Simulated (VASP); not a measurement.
Wanted: the native input for a VASP 6.6.1 run.

- Task: single point
- Functional: LDA
- Potentials or basis: VASP PAW LDA potentials, release 64 (Li_sv, F)
- Cutoff: 520 eV
- k mesh: 9 × 9 × 6
- Occupations: gaussian, width 0.05 eV
- Spin: no spin polarisation
- Dipole correction: no
- Further INCAR settings: ALGO = Normal; EDIFF = 1e-06; NBANDS = 18

The structure of LiF lies in POSCAR:

```
LiF
1.0
    3.0976209951      0.0000000000      0.0000000000
   -1.5488104975      2.6826184730      0.0000000000
    0.0000000000      0.0000000000      4.4580961361
Li F
2 2
Direct
    0.3333333333      0.6666666667      0.3652620286
    0.6666666667      0.3333333333      0.8652620286
    0.3333333333      0.6666666667      0.9910195924
    0.6666666667      0.3333333333      0.4910195924
```

This cell differs from its parent crystal: atoms shifted along a free coordinate, c/a of the conventional cell at fixed volume 1.4392.

One way to write it, as run:

INCAR

```
PREC     = Accurate       # precision mode
ENCUT    = 520            # plane-wave cutoff, eV
EDIFF    = 1E-6           # SCF threshold, eV
ISMEAR   = 0              # smearing method
SIGMA    = 0.05           # smearing width, eV
LREAL    = F              # projectors in reciprocal space
LASPH    = T              # aspherical terms in the spheres
NELM     = 100            # most SCF steps
ALGO     = Normal         # electronic algorithm
ISIF     = 2              # what is computed and relaxed
LWAVE    = F              # write WAVECAR
LCHARG   = T              # write CHGCAR
GGA      = CA             # functional
LELF     = T              # ELF
LVHAR    = T            
NBANDS   = 18             # bands
```

KPOINTS

```
regular mesh
0
Gamma
  9 9 6
```

Potentials or basis: VASP PAW LDA potentials, release 64 (Li_sv, F).

Run with:

```sh
$ cat potpaw_LDA.64/Li_sv/POTCAR potpaw_LDA.64/F/POTCAR > POTCAR
$ mpirun -np 1 vasp_std > vasp.out
```

Results of the run:

```json
{"Largest force": "0.976 eV/Å", "Band gap on the k mesh": "7.83 eV"}
```

Caveat: an odd mesh through Γ misses points on the zone boundary, where band edges can lie.

Run time: 23 s on 1 thread of AMD EPYC 7R13 Processor (Zen 3) (shared host), peak memory 0.11 GiB.
